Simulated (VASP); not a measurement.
# SnRu4 (P4/mmm) in VASP: further runs

Runs on SnRu4. Level: PBE. Tasks: relaxation of cell and atoms, single point.

All numbers are computed with VASP 6.6.1; they aren't measurements. Logs are shortened: lines on timing, memory, paths and dates and some standing lists are left out, and cuts for length are marked.

**1. The cell of the first run**

The structure is tetragonal, space group P4/mmm (No. 123). Conventional cell: a = 6.209 Å, b = 6.209 Å, c = 2.682 Å, α = 90.00°, β = 90.00°, γ = 90.00°. Within 3.5 Å of Sn (site symmetry 4/mmm) lie 2 Sn at 2.68 Å and 4 Ru at 2.77 Å. Ru (site symmetry m2m) has 4 Ru at 2.29 to 2.68 Å and 1 Sn at 2.77 Å within 3.0 Å.

The cell was built from a structure type or drawn by symmetry, and may not be a known phase.

**2. Relaxation of cell and atoms, PBE**

INCAR reads:

```
SYSTEM = SnRu4
PREC = Accurate
ENCUT = 600
EDIFF = 1E-6
ISMEAR = 0
SIGMA = 0.1
LREAL = .FALSE.
LASPH = .TRUE.
NELM = 100
ALGO = Fast
ISIF = 3
LWAVE = .FALSE.
LCHARG = .FALSE.
GGA = PE
IBRION = 2
NSW = 90
EDIFFG = -0.04
```

KPOINTS reads:

```
regular mesh
0
G
  4 4 6
  0 0 0
```

POSCAR reads:

```
SnRu4
1.0
    6.2092619788      0.0000000000      0.0000000000
    0.0000000000      6.2092619788      0.0000000000
    0.0000000000      0.0000000000      2.6819381443
Sn Ru
1 4
Direct
    0.5000000000      0.5000000000      0.5000000000
    0.1846903667      0.1846903667      0.5000000000
    0.8153096333      0.8153096333      0.5000000000
    0.1846903667      0.8153096333      0.5000000000
    0.8153096333      0.1846903667      0.5000000000
```

Potentials or basis: VASP PAW PBE potentials, release 64 (Sn_d, Ru_pv).

On the command line:

```
cat potpaw_PBE.64/Sn_d/POTCAR potpaw_PBE.64/Ru_pv/POTCAR > POTCAR
mpirun -np 1 vasp_std > vasp.out
```

OUTCAR:

```text
SYSTEM = SnRu4
   PREC = Accurate
   ENCUT = 600
   EDIFF = 1E-6
   ISMEAR = 0
   LREAL = .FALSE.
   LASPH = .TRUE.
   NELM = 100
   ISIF = 3
   GGA = PE
   IBRION = 2
   NSW = 90
   EDIFFG = -0.04

 ion  position               nearest neighbor table
   1  0.500  0.500  0.500-   2 2.77   3 2.77   4 2.77   5 2.77
   2  0.185  0.185  0.500-   4 2.29   5 2.29   1 2.77   3 3.24
   3  0.815  0.815  0.500-   4 2.29   5 2.29   1 2.77   2 3.24
   4  0.185  0.815  0.500-   2 2.29   3 2.29   1 2.77   5 3.24
   5  0.815  0.185  0.500-   2 2.29   3 2.29   1 2.77   4 3.24

  LATTYP: Found a simple tetragonal cell.
 ALAT       =     6.2092619788
 C/A-ratio  =     0.4319254291

  Lattice vectors:

 A1 = (   6.2092619788,   0.0000000000,   0.0000000000)
 A2 = (   0.0000000000,   6.2092619788,   0.0000000000)
 A3 = (   0.0000000000,   0.0000000000,   2.6819381443)

Analysis of symmetry for initial positions (statically):
=====================================================================
 Subroutine PRICEL returns:
 Original cell was already a primitive cell.

 Routine SETGRP: Setting up the symmetry group for a
 simple tetragonal supercell.

 Subroutine GETGRP returns: Found 16 space group operations
 (whereof 16 operations were pure point group operations)
 out of a pool of 16 trial point group operations.

The static configuration has the point symmetry D_4h.

Analysis of symmetry for dynamics (positions and initial velocities):
=====================================================================
 Subroutine PRICEL returns:
 Original cell was already a primitive cell.

 Routine SETGRP: Setting up the symmetry group for a
 simple tetragonal supercell.

 Subroutine GETGRP returns: Found 16 space group operations
 (whereof 16 operations were pure point group operations)
 out of a pool of 16 trial point group operations.

The dynamic configuration has the point symmetry D_4h.

 Subroutine INISYM returns: Found 16 space group operations
 (whereof 16 operations are pure point group operations),
 and found     1 'primitive' translations

----------------------------------------------------------------------------------------

                                     Primitive cell

  volume of cell :     103.4019

  direct lattice vectors                    reciprocal lattice vectors
     6.209261979  0.000000000  0.000000000     0.161049736  0.000000000  0.000000000
     0.000000000  6.209261979  0.000000000     0.000000000  0.161049736  0.000000000
     0.000000000  0.000000000  2.681938144     0.000000000  0.000000000  0.372864677

  length of vectors
     6.209261979  6.209261979  2.681938144     0.161049736  0.161049736  0.372864677

  position of ions in fractional coordinates (direct lattice)
     0.500000000  0.500000000  0.500000000
     0.184690367  0.184690367  0.500000000
     0.815309633  0.815309633  0.500000000
     0.184690367  0.815309633  0.500000000
     0.815309633  0.184690367  0.500000000

  ion indices of the primitive-cell ions
   primitive index   ion index
                 1           1
                 2           2
                 3           3
                 4           4
                 5           5

----------------------------------------------------------------------------------------

 KPOINTS: regular mesh

Automatic generation of k-mesh.
 Grid dimensions read from file:
 generate k-points for:    4    4    6

 Generating k-lattice:

  Cartesian coordinates                     Fractional coordinates (reciprocal lattice)
     0.040262434  0.000000000  0.000000000     0.250000000  0.000000000  0.000000000
     0.000000000  0.040262434  0.000000000     0.000000000  0.250000000  0.000000000
     0.000000000  0.000000000  0.062144113     0.000000000  0.000000000  0.166666667

  Length of vectors
     0.040262434  0.040262434  0.062144113

  Shift w.r.t. Gamma in fractional coordinates (k-lattice)
     0.000000000  0.000000000  0.000000000

 Subroutine IBZKPT returns following result:
 ===========================================

 Found     24 irreducible k-points:

 Following reciprocal coordinates:
            Coordinates               Weight
  0.000000  0.000000  0.000000      1.000000
  0.250000  0.000000  0.000000      4.000000
  0.500000  0.000000  0.000000      2.000000
  0.250000  0.250000  0.000000      4.000000
  0.500000  0.250000  0.000000      4.000000
  0.500000  0.500000  0.000000      1.000000
[... 16 lines left out ...]
  0.500000  0.250000  0.500000      4.000000
  0.500000  0.500000  0.500000      1.000000
   k-points           NKPTS =     24   k-points in BZ     NKDIM =     24   number of bands    NBANDS=     42
   number of dos      NEDOS =    301   number of ions     NIONS =      5
   total plane-waves  NPLWV =  60000
   dimension x,y,z NGX =    50 NGY =   50 NGZ =   24
   dimension x,y,z NGXF=   100 NGYF=  100 NGZF=   48
   ions per type =               1   4
   NGX,Y,Z   is equivalent  to a cutoff of  13.39, 13.39, 14.88 a.u.
   NGXF,Y,Z  is equivalent  to a cutoff of  26.77, 26.77, 29.75 a.u.
 SYSTEM =  SnRu4
   PREC   = accura    normal or accurate (medium, high low for compatibility)
   ISTART =      0    job   : 0-new  1-cont  2-samecut
   ICHARG =      2    charge: 1-file 2-atom 10-const
   ISPIN  =      1    spin polarized calculation?
   LNONCOLLINEAR =      F non collinear calculations
   LSORBIT =      F    spin-orbit coupling
   LASPH  =      T    aspherical Exc in radial PAW
   ENCUT  =  600.0 eV  44.10 Ry    6.64 a.u.  12.40 12.40  5.36*2*pi/ulx,y,z
   NELM   =    100;   NELMIN=  2; NELMDL= -5     # of ELM steps
   EDIFF  = 0.1E-05   stopping-criterion for ELM
   LREAL  =      F    real-space projection
   EDIFFG = -.4E-01   stopping-criterion for IOM
   NSW    =     90    number of steps for IOM
   IBRION =      2    ionic relax: 0-MD 1-quasi-New 2-CG
   NFREE  =      1    steps in history (QN), initial steepest desc. (CG)
   ISIF   =      3    stress and relaxation
   ISYM   =      2    0-nonsym 1-usesym 2-fastsym
   POTIM  = 0.5000    time-step for ionic-motion
   TEBEG  =    0.0;   TEEND  =   0.0 temperature during run
   PSTRESS=    0.0 pullay stress
   NELECT =      70.0000    total number of electrons
   NUPDOWN=      -1.0000    fix difference up-down
   EMIN   =  10.00;   EMAX   =-10.00  energy-range for DOS
   EFERMI =   0.00;   METHOD = LEGACY
   ISMEAR =     0;   SIGMA  =   0.10  broadening in eV -4-tet -1-fermi 0-gaus
   EFERMI_NEDOS =   21; number of points for ismear=-14 and -15
   IALGO  =     68    algorithm
   IMIX   =      4    mixing-type and parameters
     AMIX     =   0.40;   BMIX     =  1.00
     AMIX_MAG =   1.60;   BMIX_MAG =  1.00
  volume/ion in A,a.u.               =      20.68       139.56
  Fermi-wavevector in a.u.,A,eV,Ry     =   1.437467  2.716419 28.113880  2.066312
  Thomas-Fermi vector in A             =   2.556542
   LORBIT       =      0    0 simple, 1 ext, 2 COOP (PROOUT), +10 PAW based schemes
   GGA     = PE    functional components
   LHFCALC =     F    Hartree Fock is set to
   AEXX    =    0.0000 exact exchange contribution
   IVDW    =     0    specifies the selected vdW correction
   LEPSILON=     F    determine dielectric tensor
   LRPA    =     F    only Hartree local field effects (RPA)
 conjugate gradient relaxation of ions
 non-spin polarized calculation
 RMM-DIIS sequential band-by-band and
 Gauss-broadening in eV      SIGMA  =   0.10
  energy-cutoff  :      600.00
  volume of cell :      103.40
 maximum number of plane-waves:      3507
 NGX is ok and might be reduce to    50
   NGX = 25   NGY = 25   NGZ = 11

--------------------------------------- Ionic step        1  -------------------------------------------

 number of electron      70.0000012 magnetization

 Free energy of the ion-electron system (eV)
  ---------------------------------------------------
  ext. energy  EPLUGINS =         0.00000000
  ---------------------------------------------------
  free energy    TOTEN  =       -35.61116289 eV

  energy without entropy =      -35.58565144  energy(sigma->0) =      -35.59840716

------------------------ aborting loop because EDIFF is reached ----------------------------------------

  FORCE on cell =-STRESS in cart. coord.  units (eV):
  Direction    XX          YY          ZZ          XY          YZ          ZX
  --------------------------------------------------------------------------------------
  -------------------------------------------------------------------------------------
  Total        0.4385788      0.4385788     -1.7383174      0.0000000     -0.0000000      0.0000000
  in kB        6.7956257      6.7956257    -26.9346250      0.0000000     -0.0000000      0.0000000
  external PRESSURE =      -4.4477912 kB  Pullay stress =       0.0000000 kB

 VOLUME and BASIS-vectors are now :
 -----------------------------------------------------------------------------
  energy-cutoff  :      600.00
  volume of cell :      103.40
      direct lattice vectors                 reciprocal lattice vectors
     6.209261979  0.000000000  0.000000000     0.161049736  0.000000000  0.000000000
     0.000000000  6.209261979  0.000000000     0.000000000  0.161049736  0.000000000
     0.000000000  0.000000000  2.681938144     0.000000000  0.000000000  0.372864677
[... 157 lines left out ...]
 POSITION                                       TOTAL-FORCE (eV/Angst)
 -----------------------------------------------------------------------------------
      3.09873      3.09873      1.32448         0.000000     -0.000000      0.000000
      1.15529      1.15529      1.32448         0.066027      0.066027      0.000000
      5.04217      5.04217      1.32448        -0.066027     -0.066027     -0.000000
      1.15529      5.04217      1.32448         0.066027     -0.066027      0.000000
      5.04217      1.15529      1.32448        -0.066027      0.066027     -0.000000
 -----------------------------------------------------------------------------------
    total drift:                               -0.000000     -0.000000     -0.000000

  FREE ENERGIE OF THE ION-ELECTRON SYSTEM (eV)
  ---------------------------------------------------
  free  energy   TOTEN  =       -35.6360153145 eV

  energy  without entropy=      -35.6176705177  energy(sigma->0) =      -35.62684292

--------------------------------------- Ionic step        6  -------------------------------------------

 number of electron      69.9999999 magnetization

 Free energy of the ion-electron system (eV)
  ---------------------------------------------------
  ext. energy  EPLUGINS =         0.00000000
  ---------------------------------------------------
  free energy    TOTEN  =       -35.63810429 eV

  energy without entropy =      -35.61836309  energy(sigma->0) =      -35.62823369

 E-fermi :   8.0941     XC(G=0): -11.4122

 val. band max:        8.0350350438   @ k =   0.0000   0.0000   0.0000
 cond. band min:       8.1328104682   @ k =   0.2500   0.2500   0.3333
 fundamental gap:      0.0977754244
 Fermi energy:         8.0941042104

 k-point     1 :       0.0000    0.0000    0.0000
  band No.  band energies     occupation
      1     -35.3990      2.00000
      2     -35.2685      2.00000
      3     -35.1968      2.00000
      4     -35.1968      2.00000
      5     -34.4137      2.00000
      6     -34.3015      2.00000
[... 1091 lines left out ...]
 POSITION                                       TOTAL-FORCE (eV/Angst)
 -----------------------------------------------------------------------------------
      3.09144      3.09144      1.32825         0.000000      0.000000      0.000000
      1.15607      1.15607      1.32825         0.014813      0.014813      0.000000
      5.02682      5.02682      1.32825        -0.014813     -0.014813     -0.000000
      1.15607      5.02682      1.32825         0.014813     -0.014813      0.000000
      5.02682      1.15607      1.32825        -0.014813      0.014813     -0.000000
 -----------------------------------------------------------------------------------
    total drift:                               -0.000000     -0.000000     -0.000000

  FREE ENERGIE OF THE ION-ELECTRON SYSTEM (eV)
  ---------------------------------------------------
  free  energy   TOTEN  =       -35.6381042916 eV

  energy  without entropy=      -35.6183630933  energy(sigma->0) =      -35.62823369

 reached required accuracy - stopping structural energy minimisation
```

Wall time 4.7 min (1 thread of Intel Xeon 6975P-C (Granite Rapids), shared host); peak memory 0.3 GiB.

Results:

```
Free energy                           : -35.6381 eV
Relaxed volume                        : 20.31 Å³/atom
Relaxed cell                          : a = 6.183 Å, b = 6.183 Å, c = 2.657 Å, α = 90.00°, β = 90.00°, γ = 90.00°
Space group after relaxing (to 0.1 Å) : P4/mmm (No. 123)
Energy gained by relaxing             : 5.4 meV/atom
Ionic steps                           : 6
Pressure after relaxing               : 0.1 GPa
Largest force after relaxing          : 0.021 eV/Å
Band gap on the k mesh                : zero (bands 35 and 36 overlap by 1.11 eV)
```

Forces on the atoms (eV/Å):
```
Sn   0.000  0.000  0.000
Ru   0.015  0.015  0.000
Ru  -0.015 -0.015  0.000
Ru   0.015 -0.015  0.000
Ru  -0.015  0.015  0.000
```

Step by step:
```
step  energy change (eV)  largest force (eV/Å)  pressure (GPa)  volume (Å³)
   1              0.0000                0.4822           -0.44       103.40
   2             -0.0008                0.4041           -1.74       102.53
   3             -0.0200                0.0222           -1.21       102.96
   4             -0.0212                0.1510            1.44       100.71
   5             -0.0249                0.0934            0.18       101.74
   6             -0.0269                0.0209            0.06       101.55
```

Final structure:
```
Sn Ru
1.0
     6.18289    0.00000    0.00000
     0.00000    6.18289    0.00000
     0.00000    0.00000    2.65651
Sn Ru
1 4
Cartesian
  3.0914 3.0914 1.3283
  1.1561 1.1561 1.3283
  5.0268 5.0268 1.3283
  1.1561 5.0268 1.3283
  5.0268 1.1561 1.3283
```

Levels at points of the mesh, in eV from the Fermi level:
| k point | band 33 | band 34 | band 35 | band 36 | band 37 | band 38 |
| --- | --- | --- | --- | --- | --- | --- |
| (0.00, 0.00, 0.00) | -0.81 | -0.06 | -0.06 | 0.12 | 0.40 | 0.98 |
| (0.50, 0.00, 0.00) | -1.09 | -0.84 | -0.78 | 0.79 | 0.87 | 0.88 |
| (0.50, 0.50, 0.00) | -1.06 | -0.78 | -0.78 | -0.17 | 0.90 | 0.90 |
| (0.00, 0.00, 0.50) | -1.34 | -0.52 | 0.87 | 1.43 | 1.43 | 1.98 |
| (0.50, 0.00, 0.50) | -0.97 | -0.79 | -0.61 | 1.25 | 1.39 | 1.79 |
| (0.50, 0.50, 0.50) | -0.78 | -0.60 | -0.60 | -0.09 | 1.00 | 1.79 |

Caveat: the k points lie up to 0.39 Å⁻¹ apart in the final cell, too coarse for converged energies and pressures of a metal; spin-orbit coupling is left out, which moves the levels of the heavy elements.

(Part 1 of 2 ends here.)
